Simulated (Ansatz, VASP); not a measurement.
# SnO2: VASP beside Ansatz

```
Sn O
1.0
     4.74278    0.00000    0.00000
     0.00000    5.74974    0.00000
     0.00000    0.00000    5.24751
Sn O
4 8
Direct
  0.50000 0.66643 0.75000
  0.00000 0.83357 0.25000
  0.50000 0.33357 0.25000
  0.00000 0.16643 0.75000
  0.73085 0.60557 0.07772
  0.23085 0.89443 0.92228
  0.76915 0.89443 0.57772
  0.26915 0.60557 0.42228
  0.73085 0.39443 0.57772
  0.23085 0.10557 0.42228
  0.76915 0.10557 0.07772
  0.26915 0.39443 0.92228
```

Alike in both runs: functional PBEsol; k mesh 6 × 6 × 6; occupations gaussian, width 0.02 eV; no spin polarisation.

Ansatz relaxed the structure, and its values are those at the end. VASP's run is a single point on that final structure, the one shown.

|  | VASP | Ansatz |
| --- | --- | --- |
| version | VASP 6.6.1 | Ansatz 0.2.0 |
| potentials or method | VASP PAW PBE potentials, release 64 (Sn_d, O), cutoff 600 eV | scalar-relativistic, plane waves, PAW |
| valence electrons in the cell | 104 | 104 |

Ansatz gave:

| Item | Value |
| --- | --- |
| gap on the k mesh at the Fermi level (eV) | 1.26 |
| least direct gap on the mesh (eV) | 1.26 |
| pressure (GPa) | 0.0 |
| rms of the force components (eV/Å) | 0.000 |

What did VASP give for the same quantities?

gap on the k mesh at the Fermi level (eV): 1.26; least direct gap on the mesh (eV): 1.26; pressure (GPa): 0.6; rms of the force components (eV/Å): 0.011.

VASP's potentials were made for PBE, not for PBEsol, and Ansatz warns of the same on its side.
